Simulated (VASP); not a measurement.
# Bi2Se3 in VASP: single point with PBE

Aim: the single point of Bi2Se3 with PBE.

All numbers are computed with VASP 6.6.1; they aren't measurements. Logs are shortened: lines on timing, memory, paths and dates and some standing lists are left out, and cuts for length are marked.

**1. The cell of the first run**

The cell holds a slab with vacuum, 5 atoms: a = 4.143 Å, b = 4.143 Å, c = 19.966 Å, α = 90.00°, β = 90.00°, γ = 120.00°.

**2. Single point, PBE**

INCAR reads:

```
PREC = Accurate
ENCUT = 520
EDIFF = 1E-6
ISMEAR = 0
SIGMA = 0.05
LREAL = F
LASPH = T
NELM = 80
ALGO = Normal
ISIF = 2
LWAVE = F
LCHARG = F
GGA = PE
NBANDS = 32
```

KPOINTS reads:

```
regular mesh
0
Gamma
  18 18 1
```

POSCAR reads:

```
Bi2Se3
1.0
    4.1429985900      0.0000000000      0.0000000000
   -2.0714993000      3.5879420300      0.0000000000
    0.0000000000      0.0000000000     19.9661818300
Bi Se
2 3
Direct
    0.3333333300      0.6666666700      0.5967623600
    0.6666666700      0.3333333300      0.4032376400
    0.0000000000      0.0000000000      0.5000000000
    0.3333333300      0.6666666700      0.3255504800
    0.6666666700      0.3333333300      0.6744495200
```

Potentials or basis: VASP PAW PBE potentials, release 64 (Bi_d, Se).

Command:

```
cat potpaw_PBE.64/Bi_d/POTCAR potpaw_PBE.64/Se/POTCAR > POTCAR
mpirun -np 1 vasp_std > vasp.out
```

OUTCAR:

```text
PREC = Accurate
   ENCUT = 520
   EDIFF = 1E-6
   ISMEAR = 0
   LREAL = F
   LASPH = T
   NELM = 80
   ISIF = 2
   GGA = PE

 ion  position               nearest neighbor table
   1  0.333  0.667  0.597-   5 2.85   5 2.85   5 2.85   3 3.07   3 3.07   3 3.07
   2  0.667  0.333  0.403-   4 2.85   4 2.85   4 2.85   3 3.07   3 3.07   3 3.07
   3  0.000  0.000  0.500-   1 3.07   2 3.07   2 3.07   1 3.07   2 3.07   1 3.07
   4  0.333  0.667  0.326-   2 2.85   2 2.85   2 2.85
   5  0.667  0.333  0.674-   1 2.85   1 2.85   1 2.85

  LATTYP: Found a hexagonal cell.
 ALAT       =     4.1429985900
 C/A-ratio  =     4.8192586592

  Lattice vectors:

 A1 = (   4.1429985900,   0.0000000000,   0.0000000000)
 A2 = (  -2.0714993000,   3.5879420300,   0.0000000000)
 A3 = (   0.0000000000,   0.0000000000,  19.9661818300)

Analysis of symmetry for initial positions (statically):
=====================================================================
 Subroutine PRICEL returns:
 Original cell was already a primitive cell.

 Routine SETGRP: Setting up the symmetry group for a
 hexagonal supercell.

 Subroutine GETGRP returns: Found 12 space group operations
 (whereof 12 operations were pure point group operations)
 out of a pool of 24 trial point group operations.

The static configuration has the point symmetry D_3d.

Analysis of symmetry for dynamics (positions and initial velocities):
=====================================================================
 Subroutine PRICEL returns:
 Original cell was already a primitive cell.

 Routine SETGRP: Setting up the symmetry group for a
 hexagonal supercell.

 Subroutine GETGRP returns: Found 12 space group operations
 (whereof 12 operations were pure point group operations)
 out of a pool of 24 trial point group operations.

The dynamic configuration has the point symmetry D_3d.

 Subroutine INISYM returns: Found 12 space group operations
 (whereof 12 operations are pure point group operations),
 and found     1 'primitive' translations

----------------------------------------------------------------------------------------
[... 88 lines left out ...]
   NGXF,Y,Z  is equivalent  to a cutoff of  25.68, 25.68, 24.98 a.u.
 SYSTEM =  unknown system
   PREC   = accura    normal or accurate (medium, high low for compatibility)
   ISTART =      0    job   : 0-new  1-cont  2-samecut
   ICHARG =      2    charge: 1-file 2-atom 10-const
   ISPIN  =      1    spin polarized calculation?
   LNONCOLLINEAR =      F non collinear calculations
   LSORBIT =      F    spin-orbit coupling
   LASPH  =      T    aspherical Exc in radial PAW
   ENCUT  =  520.0 eV  38.22 Ry    6.18 a.u.   7.70  7.70 37.12*2*pi/ulx,y,z
   NELM   =     80;   NELMIN=  2; NELMDL= -5     # of ELM steps
   EDIFF  = 0.1E-05   stopping-criterion for ELM
   LREAL  =      F    real-space projection
   EDIFFG = 0.1E-04   stopping-criterion for IOM
   NSW    =      0    number of steps for IOM
   IBRION =     -1    ionic relax: 0-MD 1-quasi-New 2-CG
   NFREE  =      0    steps in history (QN), initial steepest desc. (CG)
   ISIF   =      2    stress and relaxation
   ISYM   =      2    0-nonsym 1-usesym 2-fastsym
   POTIM  = 0.5000    time-step for ionic-motion
   TEBEG  =    0.0;   TEEND  =   0.0 temperature during run
   PSTRESS=    0.0 pullay stress
   NELECT =      48.0000    total number of electrons
   NUPDOWN=      -1.0000    fix difference up-down
   EMIN   =  10.00;   EMAX   =-10.00  energy-range for DOS
   EFERMI =   0.00;   METHOD = LEGACY
   ISMEAR =     0;   SIGMA  =   0.05  broadening in eV -4-tet -1-fermi 0-gaus
   EFERMI_NEDOS =   21; number of points for ismear=-14 and -15
   IALGO  =     38    algorithm
   IMIX   =      4    mixing-type and parameters
     AMIX     =   0.40;   BMIX     =  1.00
     AMIX_MAG =   1.60;   BMIX_MAG =  1.00
  volume/ion in A,a.u.               =      59.36       400.57
  Fermi-wavevector in a.u.,A,eV,Ry     =   0.891942  1.685527 10.824269  0.795561
  Thomas-Fermi vector in A             =   2.013828
   LORBIT       =      0    0 simple, 1 ext, 2 COOP (PROOUT), +10 PAW based schemes
   GGA     = PE    functional components
   LHFCALC =     F    Hartree Fock is set to
   AEXX    =    0.0000 exact exchange contribution
   IVDW    =     0    specifies the selected vdW correction
   LEPSILON=     F    determine dielectric tensor
   LRPA    =     F    only Hartree local field effects (RPA)
 non-spin polarized calculation
 Gauss-broadening in eV      SIGMA  =   0.05
  energy-cutoff  :      520.00
  volume of cell :      296.79
 maximum number of plane-waves:      8061
 NGX is ok and might be reduce to    32
   NGX = 15   NGY = 15   NGZ = 75

 number of electron      48.0000002 magnetization

 Free energy of the ion-electron system (eV)
  ---------------------------------------------------
  ext. energy  EPLUGINS =         0.00000000
  ---------------------------------------------------
  free energy    TOTEN  =       -20.20165241 eV

  energy without entropy =      -20.20165241  energy(sigma->0) =      -20.20165241

 E-fermi :  -0.7362     XC(G=0):  -5.0867

 val. band max:       -1.0221841279   @ k =   0.1667   0.0556   0.0000
 cond. band min:      -0.1462059010   @ k =   0.0000   0.0000   0.0000
 fundamental gap:      0.8759782269
 Fermi energy:        -0.7362268937

 k-point     1 :       0.0000    0.0000    0.0000
  band No.  band energies     occupation
      1     -23.5793      2.00000
      2     -23.5793      2.00000
      3     -23.5776      2.00000
      4     -23.5776      2.00000
      5     -23.5707      2.00000
      6     -23.5683      2.00000
[... 829 lines left out ...]
     31       4.1362      0.00000
     32       5.9483      0.00000

 [... further k-points ...]
[... 5 lines left out ...]
  --------------------------------------------------------------------------------------
  -------------------------------------------------------------------------------------
  Total        1.6088593      1.6088593      1.4714013     -0.0000000     -0.0000000      0.0000000
  in kB        8.6850721      8.6850721      7.9430351     -0.0000000     -0.0000000      0.0000000
  external PRESSURE =       8.4377265 kB  Pullay stress =       0.0000000 kB

 VOLUME and BASIS-vectors are now :
 -----------------------------------------------------------------------------
  energy-cutoff  :      520.00
  volume of cell :      296.79
      direct lattice vectors                 reciprocal lattice vectors
     4.142998590  0.000000000  0.000000000     0.241371069  0.139355652  0.000000000
    -2.071499300  3.587942030  0.000000000     0.000000000  0.278711303  0.000000000
     0.000000000  0.000000000 19.966181830     0.000000000  0.000000000  0.050084689

 POSITION                                       TOTAL-FORCE (eV/Angst)
 -----------------------------------------------------------------------------------
     -0.00000      2.39196     11.91507        -0.000000      0.000000     -0.043423
      2.07150      1.19598      8.05112         0.000000      0.000000      0.043423
      0.00000      0.00000      9.98309        -0.000000      0.000000      0.000000
     -0.00000      2.39196      6.50000        -0.000000     -0.000000     -0.240054
      2.07150      1.19598     13.46618        -0.000000      0.000000      0.240054
 -----------------------------------------------------------------------------------
    total drift:                                0.000000     -0.000000      0.000000

  FREE ENERGIE OF THE ION-ELECTRON SYSTEM (eV)
  ---------------------------------------------------
  free  energy   TOTEN  =       -20.2016524072 eV

  energy  without entropy=      -20.2016524072  energy(sigma->0) =      -20.20165241
```

OSZICAR:

```text
N       E                     dE             d eps       ncg     rms          rms(c)
DAV:   1     0.430287457717E+03    0.43029E+03   -0.21429E+04  2624   0.129E+03
DAV:   2     0.243767631706E+02   -0.40591E+03   -0.39331E+03  2896   0.318E+02
DAV:   3    -0.194044348325E+02   -0.43781E+02   -0.42970E+02  3056   0.125E+02
[... 11 lines left out ...]
DAV:  15    -0.202016240049E+02   -0.76232E-05   -0.23476E-07  1936   0.337E-03    0.787E-04
DAV:  16    -0.202016415045E+02   -0.17500E-04   -0.26357E-07  1792   0.211E-03    0.115E-03
DAV:  17    -0.202016494832E+02   -0.79787E-05   -0.13629E-07  1920   0.141E-03    0.559E-04
DAV:  18    -0.202016522887E+02   -0.28055E-05   -0.11248E-07  1728   0.108E-03    0.313E-04
DAV:  19    -0.202016524072E+02   -0.11855E-06   -0.35396E-08  1896   0.719E-04
   1 F= -.20201652E+02 E0= -.20201652E+02  d E =-.956905E-17
```

Run time: 8 min. Hardware: 1 thread of Intel Xeon Platinum 8259CL at 2.50GHz (Skylake/Cascade Lake), shared host; peak memory 0.58 GiB.

Results:

```
Free energy            : -20.2017 eV
Largest force          : 0.240 eV/Å
Band gap on the k mesh : 0.88 eV (least direct gap 1.28 eV)
```

Forces on the atoms (eV/Å):
```
Bi   0.000  0.000 -0.043
Bi   0.000  0.000  0.043
Se   0.000  0.000  0.000
Se   0.000  0.000 -0.240
Se   0.000  0.000  0.240
```

Caveat: spin-orbit coupling is left out, which moves the levels of the heavy elements.
